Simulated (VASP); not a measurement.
# Bi (Im-3m) in VASP: notebook, part 2 of 2

VASP 6.6.1.

### Step 3. Single point, PBE

The input, INCAR:

```
PREC = Accurate ; ENCUT = 520
EDIFF = 1E-6 ; ISMEAR = 0
SIGMA = 0.1 ; LREAL = F
LASPH = T ; NELM = 100
ALGO = Normal ; ISIF = 2
LWAVE = F ; LCHARG = F
GGA = PE ; NBANDS = 14
```

The input, KPOINTS:

```
Automatic mesh
0
Gamma
  8 8 8
```

The input, POSCAR:

```
Bi
1.0
   -1.7736140131      1.7736140131      1.7736140131
    1.7736140131     -1.7736140131      1.7736140131
    1.7736140131      1.7736140131     -1.7736140131
Bi
1
Direct
    0.0000000000      0.0000000000      0.0000000000
```

Potentials or basis: VASP PAW PBE potentials, release 64 (Bi_d).

Started as:

```console
> cat potpaw_PBE.64/Bi_d/POTCAR > POTCAR
> mpirun -np 1 vasp_std > vasp.out
```

OUTCAR:

```text
PREC = Accurate
   ENCUT = 520
   EDIFF = 1E-6
   ISMEAR = 0
   LREAL = F
   LASPH = T
   NELM = 100
   ISIF = 2
   GGA = PE

 ion  position               nearest neighbor table
   1  0.000  0.000  0.000-

  LATTYP: Found a body centered cubic cell.
 ALAT       =     3.5472280262

  Lattice vectors:

 A1 = (  -1.7736140131,   1.7736140131,   1.7736140131)
 A2 = (   1.7736140131,  -1.7736140131,   1.7736140131)
 A3 = (   1.7736140131,   1.7736140131,  -1.7736140131)

Analysis of symmetry for initial positions (statically):
[... 576 lines left out ...]
      6       1.5559      2.00000
      7       9.4245      2.00000
      8      12.5466      1.97026
      9      13.7282      0.00000
     10      18.2500      0.00000
     11      23.4510      0.00000
     12      26.1872      0.00000
     13      26.5623      0.00000
     14      30.3723      0.00000

 [... further k-points ...]
[... 5 lines left out ...]
  --------------------------------------------------------------------------------------
  -------------------------------------------------------------------------------------
  Total        5.6677200      5.6677200      5.6677200      0.0000000     -0.0000000     -0.0000000
  in kB      406.8943345    406.8943345    406.8943345      0.0000000     -0.0000000     -0.0000000
  external PRESSURE =     406.8943345 kB  Pullay stress =       0.0000000 kB

 VOLUME and BASIS-vectors are now :
 -----------------------------------------------------------------------------
  energy-cutoff  :      520.00
  volume of cell :       22.32
      direct lattice vectors                 reciprocal lattice vectors
    -1.773614013  1.773614013  1.773614013     0.000000000  0.281910267  0.281910267
     1.773614013 -1.773614013  1.773614013     0.281910267  0.000000000  0.281910267
     1.773614013  1.773614013 -1.773614013     0.281910267  0.281910267  0.000000000

 POSITION                                       TOTAL-FORCE (eV/Angst)
 -----------------------------------------------------------------------------------
      0.00000      0.00000      0.00000         0.000000      0.000000      0.000000
 -----------------------------------------------------------------------------------
    total drift:                                0.000000     -0.000000      0.000000

  FREE ENERGIE OF THE ION-ELECTRON SYSTEM (eV)
  ---------------------------------------------------
  free  energy   TOTEN  =        -2.8749803566 eV

  energy  without entropy=       -2.8701704332  energy(sigma->0) =       -2.87257539
```

OSZICAR:

```text
N       E                     dE             d eps       ncg     rms          rms(c)
DAV:   1     0.107998327922E+03    0.10800E+03   -0.76850E+03   840   0.139E+03
DAV:   2     0.273727932658E+01   -0.10526E+03   -0.10169E+03   866   0.346E+02
DAV:   3    -0.278225662443E+01   -0.55195E+01   -0.54973E+01  1052   0.746E+01
DAV:   4    -0.288829560448E+01   -0.10604E+00   -0.10601E+00  1012   0.105E+01
DAV:   5    -0.289225951550E+01   -0.39639E-02   -0.39638E-02  1116   0.189E+00    0.758E-01
DAV:   6    -0.288076944102E+01    0.11490E-01   -0.59772E-03  1192   0.125E+00    0.415E-01
DAV:   7    -0.287513525628E+01    0.56342E-02   -0.42710E-03  1282   0.108E+00    0.708E-02
DAV:   8    -0.287499408617E+01    0.14117E-03   -0.36749E-04  1082   0.285E-01    0.811E-03
DAV:   9    -0.287498390156E+01    0.10185E-04   -0.11337E-05  1076   0.560E-02    0.520E-03
DAV:  10    -0.287498046757E+01    0.34340E-05   -0.77735E-07   772   0.116E-02    0.725E-04
DAV:  11    -0.287498035658E+01    0.11100E-06   -0.32245E-07   658   0.853E-03
   1 F= -.28749804E+01 E0= -.28725754E+01  d E =-.480992E-02
```

Run time: 12 s. Hardware: 1 thread of AMD EPYC 7R13, shared host; peak memory 0.11 GiB.

Results:

```
Free energy : -2.8750 eV
Pressure    : 40.7 GPa
```

### Step 4. Single point, PBE

This run uses another cell than the first one, of 25.25 Å³/atom, 1.131 times its volume.

The input, INCAR:

```
SYSTEM = Bi
  PREC = Accurate
  ENCUT = 520
  EDIFF = 1E-7
  ISMEAR = 0
  SIGMA = 0.1
  LREAL = .False.
  LASPH = .True.
  NELM = 100
  ALGO = Normal
  ISIF = 2
  LWAVE = .False.
  LCHARG = .False.
  GGA = PE
  NBANDS = 14
```

The input, KPOINTS:

```
regular mesh
0
Gamma
  8 8 8
  0 0 0
```

The input, POSCAR:

```
Bi
1.0
   -1.8480480384      1.8480480384      1.8480480384
    1.8480480384     -1.8480480384      1.8480480384
    1.8480480384      1.8480480384     -1.8480480384
Bi
1
Direct
    0.0000000000      0.0000000000      0.0000000000
```

Potentials or basis: VASP PAW PBE potentials, release 64 (Bi_d).

Started as:

```console
> cat potpaw_PBE.64/Bi_d/POTCAR > POTCAR
> mpirun -np 1 vasp_std > vasp.out
```

OUTCAR:

```text
SYSTEM = Bi
   PREC = Accurate
   ENCUT = 520
   EDIFF = 1E-7
   ISMEAR = 0
   LREAL = .False.
   LASPH = .True.
   NELM = 100
   ISIF = 2
   GGA = PE

 ion  position               nearest neighbor table
   1  0.000  0.000  0.000-

  LATTYP: Found a body centered cubic cell.
 ALAT       =     3.6960960768

  Lattice vectors:

 A1 = (  -1.8480480384,   1.8480480384,   1.8480480384)
 A2 = (   1.8480480384,  -1.8480480384,   1.8480480384)
 A3 = (   1.8480480384,   1.8480480384,  -1.8480480384)

[... 577 lines left out ...]
      6       0.0288      2.00000
      7       7.6504      2.00000
      8      10.5988      1.92881
      9      11.5024      0.00000
     10      16.2044      0.00000
     11      20.9740      0.00000
     12      23.5268      0.00000
     13      23.7182      0.00000
     14      27.5448      0.00000

 [... further k-points ...]
[... 5 lines left out ...]
  --------------------------------------------------------------------------------------
  -------------------------------------------------------------------------------------
  Total        3.1256190      3.1256190      3.1256190     -0.0000000     -0.0000000      0.0000000
  in kB      198.3566924    198.3566924    198.3566924     -0.0000000     -0.0000000      0.0000000
  external PRESSURE =     198.3566924 kB  Pullay stress =       0.0000000 kB

 VOLUME and BASIS-vectors are now :
 -----------------------------------------------------------------------------
  energy-cutoff  :      520.00
  volume of cell :       25.25
      direct lattice vectors                 reciprocal lattice vectors
    -1.848048038  1.848048038  1.848048038     0.000000000  0.270555738  0.270555738
     1.848048038 -1.848048038  1.848048038     0.270555738  0.000000000  0.270555738
     1.848048038  1.848048038 -1.848048038     0.270555738  0.270555738  0.000000000

 POSITION                                       TOTAL-FORCE (eV/Angst)
 -----------------------------------------------------------------------------------
      0.00000      0.00000      0.00000         0.000000      0.000000     -0.000000
 -----------------------------------------------------------------------------------
    total drift:                               -0.000000      0.000000      0.000000

  FREE ENERGIE OF THE ION-ELECTRON SYSTEM (eV)
  ---------------------------------------------------
  free  energy   TOTEN  =        -3.4153551533 eV

  energy  without entropy=       -3.4119620693  energy(sigma->0) =       -3.41365861
```

OSZICAR:

```text
N       E                     dE             d eps       ncg     rms          rms(c)
DAV:   1     0.105626947399E+03    0.10563E+03   -0.76694E+03   812   0.130E+03
DAV:   2     0.216587366614E+01   -0.10346E+03   -0.99728E+02   866   0.327E+02
DAV:   3    -0.330432850106E+01   -0.54702E+01   -0.54343E+01  1054   0.742E+01
DAV:   4    -0.341919675499E+01   -0.11487E+00   -0.11484E+00  1008   0.111E+01
DAV:   5    -0.342410325838E+01   -0.49065E-02   -0.49063E-02  1130   0.214E+00    0.564E-01
DAV:   6    -0.341790922587E+01    0.61940E-02   -0.62273E-03  1094   0.117E+00    0.310E-01
DAV:   7    -0.341540689577E+01    0.25023E-02   -0.37062E-03  1140   0.955E-01    0.707E-02
DAV:   8    -0.341536520784E+01    0.41688E-04   -0.39735E-04  1092   0.283E-01    0.775E-03
DAV:   9    -0.341535827531E+01    0.69325E-05   -0.98651E-06  1070   0.487E-02    0.437E-03
DAV:  10    -0.341535520562E+01    0.30697E-05   -0.13622E-06  1230   0.144E-02    0.608E-04
DAV:  11    -0.341535515332E+01    0.52300E-07   -0.77158E-08   748   0.456E-03
   1 F= -.34153552E+01 E0= -.34136586E+01  d E =-.339308E-02
```

stdout:

```text
POSCAR found type information on POSCAR Bi
 POSCAR found :  1 types and       1 ions
 scaLAPACK will be used
 LDA part: xc-table for (Slater+PW92), standard interpolation
 POSCAR, INCAR and KPOINTS ok, starting setup
 FFT: planning ... GRIDC
 FFT: planning ... GRID_SOFT
 FFT: planning ... GRID
 WAVECAR not read
 entering main loop
```

Wall time 11 s (1 thread of AMD EPYC 7R13, shared host); peak memory 0.11 GiB.

Results:

```yaml
Free_energy: -3.4154 eV
Pressure: 19.8 GPa
```
